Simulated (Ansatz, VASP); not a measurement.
# AgCl: VASP beside Ansatz

File INCAR:

```
SYSTEM = AgCl
  ALGO = Normal
  EDIFF = 1E-6
  ENCUT = 520
  GGA_COMPAT = .False.
  ISIF = 2
  ISMEAR = 0
  LASPH = .True.
  LCHARG = .False.
  LMAXMIX = 4
  LNONCOLLINEAR = .True.
  LORBIT = 11
  LORBMOM = .True.
  LREAL = .False.
  LSORBIT = .True.
  LWAVE = .False.
  MAGMOM = 0 0 0 0 0 0
  NBANDS = 30
  NELM = 150
  PREC = Accurate
  SIGMA = 0.01
```

Contents of KPOINTS:

```
k-points
0
Gamma
  8 8 8
  0 0 0
```

File POSCAR:

```
AgCl
1.0
    0.0000000000      2.6636778605      2.6636778605
    2.6636778605      0.0000000000      2.6636778605
    2.6636778605      2.6636778605      0.0000000000
Ag Cl
1 1
Direct
    0.0000000000      0.0000000000      0.0000000000
    0.5000000000      0.5000000000      0.5000000000
```

Input for Ansatz:

```yaml
crystal:
  lattice:
    - [0.0, 2.66367786048, 2.66367786048]
    - [2.66367786048, 0.0, 2.66367786048]
    - [2.66367786048, 2.66367786048, 0.0]
  atoms:
    - { symbol: Ag, position: [0.0, 0.0, 0.0] }
    - { symbol: Cl, position: [0.5, 0.5, 0.5] }
kpoints:
  mp_grid: { grid: [8, 8, 8] }
scf:
  occupations: { method: fixed }
  convergence: { dr2_threshold: 1.0e-10 }
hamiltonian:
  xc: lda
  pseudopotentials: { kind: all_electron, lapw: { basis_error: 0.0005 } }
magnetization:
  noncollinear: true
  spin_orbit: true
output:
  forces: true
  stress: true
  eigenstates:
    kpoints:
      - [0.0, 0.0, 0.0]
      - [0.0, -0.5, 0.0]
      - [-0.5, 0.0, 0.0]
      - [0.0, 0.0, -0.5]
      - [-0.5, -0.5, -0.5]
      - [-0.5, 0.0, -0.5]
      - [0.0, -0.5, -0.5]
      - [-0.5, -0.5, 0.0]
  eigenvalues: true
```

Alike in both runs: task single point; functional LDA; k mesh 8 × 8 × 8; non-collinear spin, spin-orbit coupling.

|  | VASP | Ansatz |
| --- | --- | --- |
| version | VASP 6.6.1 | Ansatz 0.2.0 |
| potentials or method | VASP PAW LDA potentials, release 64 (Ag, Cl), cutoff 520 eV | all-electron LAPW |
| occupations | gaussian, width 0.01 eV | fixed |

```csv
,VASP,Ansatz,Ansatz less VASP
pressure (GPa),1.1,1.1,-0.01
```

LDA's correlation is that of Perdew and Zunger in VASP and of Perdew and Wang (1992) in Ansatz. Ansatz ran all-electron here, and VASP with PAW potentials.
